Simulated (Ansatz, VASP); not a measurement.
**CdSe in VASP and in Ansatz**

The input INCAR:

```
PREC = Accurate
ENCUT = 600
EDIFF = 1E-7
ISMEAR = 0
SIGMA = 0.01
LREAL = False
LASPH = True
NELM = 100
ALGO = Normal
ISIF = 3
LWAVE = False
LCHARG = False
GGA = PS
IBRION = 2
NSW = 100
EDIFFG = -0.05
```

File KPOINTS:

```
regular mesh
0
Gamma
  6 6 4
```

The input POSCAR:

```
CdSe
1.0
    4.3000000000      0.0000000000      0.0000000000
   -2.1500000000      3.7239092363      0.0000000000
    0.0000000000      0.0000000000      7.0200000000
Cd Se
2 2
Direct
    0.3333333333      0.6666666667      0.0000000000
    0.6666666667      0.3333333333      0.5000000000
    0.3333333333      0.6666666667      0.3850000000
    0.6666666667      0.3333333333      0.8850000000
```

Input for Ansatz:

```yaml
crystal:
  lattice:
    - [4.30000000001, 0.0, 0.0]
    - [-2.15000000001, 3.72390923628, 0.0]
    - [0.0, 0.0, 7.02]
  atoms:
    - { symbol: Cd, position: [0.333333333333, 0.666666666667, 0.0] }
    - { symbol: Cd, position: [0.666666666667, 0.333333333333, 0.5] }
    - { symbol: Se, position: [0.333333333333, 0.666666666667, 0.385] }
    - { symbol: Se, position: [0.666666666667, 0.333333333333, 0.885] }
kpoints:
  mp_grid: { grid: [6, 6, 4] }
scf:
  occupations: { method: fixed }
  initial_density: { chi_scale: 0.3 }
hamiltonian:
  xc: pbesol
  pseudopotentials: { kind: paw }
relax:
  f_tol: 0.05
  max_steps: 80
  cell: {}
  max_displacement: 0.05
output:
  forces: true
  stress: true
  write_density: true
  write_potential: true
  elf: true
  volumetric_format: npy
```

Alike in both runs: task relaxation of cell and atoms; functional PBEsol; k mesh 6 × 6 × 4; no spin polarisation.

```csv
,VASP,Ansatz
version,VASP 6.6.1,Ansatz 0.2.0
potentials or method,"VASP PAW PBE potentials, release 64 (Cd, Se)","PAW with Ansatz's default frozen-core files, scalar-relativistic"
plane-wave cutoff (eV),600,420
occupations,"gaussian, width 0.01 eV",fixed
valence electrons in the cell,36,72
```

```tsv
	VASP	Ansatz	Ansatz less VASP
gap on the k mesh at the Fermi level, each at its own relaxed structure (eV)	0.54	0.54	-0.006
relaxed volume (Å³/atom)	28.27	28.13	-0.147
relaxed cell length with the largest relative difference (Å)	6.963	7.020	+0.0562
```

VASP's potentials were made for PBE, not for PBEsol. VASP's potentials hold 36 valence electrons a cell and Ansatz's 72, so a difference there can come from the potentials and not from the codes.
